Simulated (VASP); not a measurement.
Here is a VASP 6.6.1 calculation.

The input INCAR:

```
SYSTEM = Si2Mo
PREC     = Accurate       ! precision mode
ENCUT    = 520            ! plane-wave cutoff, eV
EDIFF    = 1E-6           ! SCF threshold, eV
ISMEAR   = -1             ! smearing method
SIGMA    = 0.02           ! smearing width, eV
LREAL    = .False.        ! projectors in reciprocal space
LASPH    = .True.         ! aspherical terms in the spheres
NELM     = 80             ! most SCF steps
ALGO     = Normal         ! electronic algorithm
ISIF     = 2              ! what is computed and relaxed
LWAVE    = .False.        ! write WAVECAR
LCHARG   = .False.        ! write CHGCAR
GGA      = CA             ! functional
NBANDS   = 43             ! bands
```

The input KPOINTS:

```
regular mesh
0
Gamma
  6 6 4
  0 0 0
```

POSCAR

```
Si2Mo
1.0
    4.5840216855      0.0000000000      0.0000000000
   -2.2920108427      3.9698792311      0.0000000000
    0.0000000000      0.0000000000      6.5770742344
Si Mo
6 3
Direct
    0.1638644045      0.8361355955      0.8333333333
    0.3277288090      0.1638644045      0.1666666667
    0.8361355955      0.6722711910      0.5000000000
    0.8361355955      0.1638644045      0.8333333333
    0.6722711910      0.8361355955      0.1666666667
    0.1638644045      0.3277288090      0.5000000000
    0.5000000000      0.0000000000      0.5000000000
    0.0000000000      0.5000000000      0.1666666667
    0.5000000000      0.5000000000      0.8333333333
```

Potentials or basis: VASP PAW LDA potentials, release 64 (Si, Mo_sv).

The run is started by

```sh
$ cat potpaw_LDA.64/Si/POTCAR potpaw_LDA.64/Mo_sv/POTCAR > POTCAR
$ mpirun -np 1 vasp_std > vasp.out
```

Q: What does it give for the pressure?

A: -4.1 GPa.

Q: Predict the band gap on the k mesh.

A: 0.02 eV, indirect (least direct gap 0.50 eV).

Forces on the atoms (eV/Å):
```
Si   0.042 -0.024  0.000
Si   0.042  0.024  0.000
Si   0.000 -0.049  0.000
Si  -0.042  0.024  0.000
Si  -0.042 -0.024  0.000
Si   0.000  0.049  0.000
Mo   0.000  0.000  0.000
Mo   0.000  0.000  0.000
Mo   0.000  0.000  0.000
```

A k mesh can miss the band edges.
